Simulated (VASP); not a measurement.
# Tm2GeF2: relaxation of cell and atoms with PBE

The system is Tm2GeF2.

```
CELL_PARAMETERS angstrom
4.08337 0.00000 0.00000
-2.04168 3.53630 0.00000
0.00000 0.00000 6.39060
ATOMIC_POSITIONS crystal
Tm 0.66667 0.33333 0.24350
Tm 0.33333 0.66667 0.75650
Ge 0.00000 0.00000 0.00000
F 0.33333 0.66667 0.40550
F 0.66667 0.33333 0.59450
```

```yaml
Program: VASP 6.6.1
Task: relaxation of cell and atoms
Functional: PBE
Potentials_or_basis: VASP PAW PBE potentials, release 64 (Tm_3, Ge_d, F), 4f in core
Cutoff: 600 eV
k_mesh: 12 × 12 × 6
Occupations: gaussian, width 0.01 eV
Spin: no spin polarisation
Dipole_correction: no
Further_INCAR_settings: ALGO = Normal; EDIFF = 1e-07; IBRION = 2; EDIFFG = -0.001; NSW = 80; ISIF = 3
```

```
Relaxed volume                        : 18.32 Å³/atom
Relaxed cell                          : a = 4.056 Å, b = 4.056 Å, c = 6.430 Å, α = 90.00°, β = 90.00°, γ = 120.00°
Space group after relaxing (to 0.1 Å) : P-3m1 (No. 164)
Energy gained by relaxing             : 0.9 meV/atom
Ionic steps                           : 22
Pressure after relaxing               : 0.0 GPa
Band gap on the k mesh                : 0.34 eV (least direct gap 0.89 eV)
```

Step by step:
```
step  energy change (eV)  largest force (eV/Å)  pressure (GPa)  volume (Å³)
   1              0.0000                0.1158           -0.10        92.28
   2             -0.0027                0.0713           -0.18        92.12
   3             -0.0037                0.1019           -0.22        91.92
   4             -0.0045                0.0274            0.15        91.41
   5             -0.0045                0.0359            0.10        91.47
   6             -0.0046                0.0098           -0.04        91.63
   7             -0.0046                0.0035           -0.02        91.60
   8             -0.0046                0.0037           -0.02        91.60
   9             -0.0046                0.0032            0.03        91.58
  10             -0.0046                0.0032            0.02        91.57
  11             -0.0046                0.0042            0.03        91.57
  12             -0.0046                0.0018           -0.01        91.60
  13             -0.0046                0.0026            0.01        91.59
  14             -0.0046                0.0005           -0.03        91.61
  15             -0.0046                0.0011            0.00        91.60
  16             -0.0046                0.0011            0.00        91.60
  17             -0.0046                0.0019            0.00        91.60
  18             -0.0046                0.0014           -0.01        91.60
  19             -0.0046                0.0016            0.00        91.60
  20             -0.0046                0.0015            0.00        91.60
  21             -0.0046                0.0017            0.00        91.60
  22             -0.0046                0.0004            0.00        91.59
```

Final structure:
```
CELL_PARAMETERS angstrom
4.05581 0.00000 0.00000
-2.02790 3.51243 0.00000
0.00000 0.00000 6.42957
ATOMIC_POSITIONS crystal
Tm 0.66667 0.33333 0.24370
Tm 0.33333 0.66667 0.75630
Ge 0.00000 0.00000 0.00000
F 0.33333 0.66667 0.40268
F 0.66667 0.33333 0.59732
```

Levels at points of the mesh, in eV from the valence-band top:
| k point | band 21 | band 22 | band 23 | band 24 | band 25 | band 26 |
| --- | --- | --- | --- | --- | --- | --- |
| (0.00, 0.00, 0.00) | -2.20 | -0.09 | -0.09 | 0.93 | 1.83 | 1.83 |
| (0.50, 0.00, 0.00) | -2.87 | -1.15 | -0.55 | 0.34 | 2.77 | 3.52 |
| (0.00, 0.00, 0.50) | -2.78 | 0.00 | 0.00 | 1.82 | 2.00 | 2.00 |
| (0.50, 0.00, 0.50) | -2.44 | -1.35 | -0.58 | 0.87 | 2.61 | 3.78 |

Run time: 25 min on 1 thread of Intel(R) Xeon(R) 6975P-C (Granite Rapids), on a shared host, peak memory 0.53 GiB.

Caveat: semilocal functionals underestimate gaps, and a narrow one can read as zero; spin-orbit coupling is left out, which moves the levels of the heavy elements; the 4f electrons are frozen in the core, so they carry no moment and show no levels. Spin polarisation is off, so any magnetic state and its effect on volume and gap are missing.
